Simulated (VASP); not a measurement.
Here is a VASP 6.6.1 calculation.

The input INCAR:

```
SYSTEM = Ga
ALGO = Normal
EDIFF = 1E-6
ENCUT = 520
GGA = PE
ISIF = 2
ISMEAR = -1
LASPH = .True.
LCHARG = .False.
LREAL = .False.
LWAVE = .False.
NBANDS = 20
NELM = 80
PREC = Accurate
SIGMA = 0.08
```

KPOINTS

```
k-points
0
Gamma
  17 17 17
  0 0 0
```

File POSCAR:

```
Ga
1.0
   -2.0063238514      2.0063238514      1.0493173709
    2.0063238514     -2.0063238514      1.0493173709
    2.0063238514      2.0063238514     -1.0493173709
Ga
2
Direct
   -0.3750000000     -0.1250000000     -0.2500000000
    0.3750000000      0.1250000000      0.2500000000
```

Potentials or basis: VASP PAW PBE potentials, release 64 (Ga_d).

Command:

```bash
$ cat potpaw_PBE.64/Ga_d/POTCAR > POTCAR
$ mpirun -np 1 vasp_std > vasp.out
```

(1) What does it give for the band gap on the k mesh?

(2) Predict the pressure.

Results:

(1) zero (bands 13 and 14 overlap by 12.10 eV).

(2) 317.6 GPa.

Caveat: the cell stands under pressure.
